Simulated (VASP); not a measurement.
Set up this calculation in VASP 6.6.1, as the native input.

```
Task                   : single point
Functional             : PBE
Potentials or basis    : VASP PAW PBE potentials, release 64 (Si, P)
Cutoff                 : 520 eV
k mesh                 : 1 × 1 × 1, shifted
Occupations            : fermi-dirac, width 0.05 eV
Spin                   : no spin polarisation
Dipole correction      : no
Further INCAR settings : LREAL = Auto; ALGO = Normal; EDIFF = 1e-06; NBANDS = 58; ISYM = 0
```

The structure of Si5P13 lies in POSCAR:

```
Si5P13
1.0
    7.0479230000      0.0446470000      0.1733930000
    0.0446470000      7.0511420000     -0.0312760000
    0.1733930000     -0.0312760000      7.0375900000
Si P
5 13
Direct
    0.8236504681      0.4011892557      0.6191946916
    0.4284597801      0.6315186827      0.0680826038
   -0.0056078493      0.3811131144      0.0559315129
    0.4032675651      0.4420516097      0.6454584358
    0.7793698507      0.6287108705      0.3926701164
    0.7648942782      0.9429584318      0.6880367646
    0.8209564601      0.1334547782      0.4306444149
    0.5219935551      0.1135247763      0.3173604277
    0.4968150390      0.7994166968      0.3615215303
    0.2894996106      0.1629598139      0.5392338180
    0.0444879332      0.8076180816      0.6364313873
    0.2450414644      0.9848494392      0.8005055248
    0.6992508427      0.4332631837      0.1299937248
    0.0931596938      0.7737826998      0.3222596924
    0.1016718852      0.5287688640      0.7782865415
    0.5899328913      0.2814495830      0.8586363206
    0.2200956741      0.4643581483      0.2754461707
    0.9626342467      0.0698626940      0.9243671464
```

These files were run (other wordings do the same):

INCAR

```
PREC = Accurate
ENCUT = 520
EDIFF = 1E-6
ISMEAR = -1
SIGMA = 0.05
LREAL = Auto
LASPH = T
NELM = 60
ALGO = Normal
ISIF = 2
LWAVE = F
LCHARG = T
GGA = PE
LELF = T
LVHAR = T
NBANDS = 58
ISYM = 0
```

KPOINTS

```
Automatic mesh
0
Gamma
  1 1 1
  0.25 0.25 0.25
```

Potentials or basis: VASP PAW PBE potentials, release 64 (Si, P).

Run with:

```console
$ cat potpaw_PBE.64/Si/POTCAR potpaw_PBE.64/P/POTCAR > POTCAR
$ mpirun -np 1 vasp_std > vasp.out
```

Results of the run:

The pressure is -0.7 GPa and the largest force is 1.537 eV/Å.

Caveat: the k points lie up to 0.89 Å⁻¹ apart.

Wall time 35 s on 1 thread of Intel(R) Xeon(R) Platinum 8559C (Emerald Rapids) (shared host), peak memory 0.4 GiB.
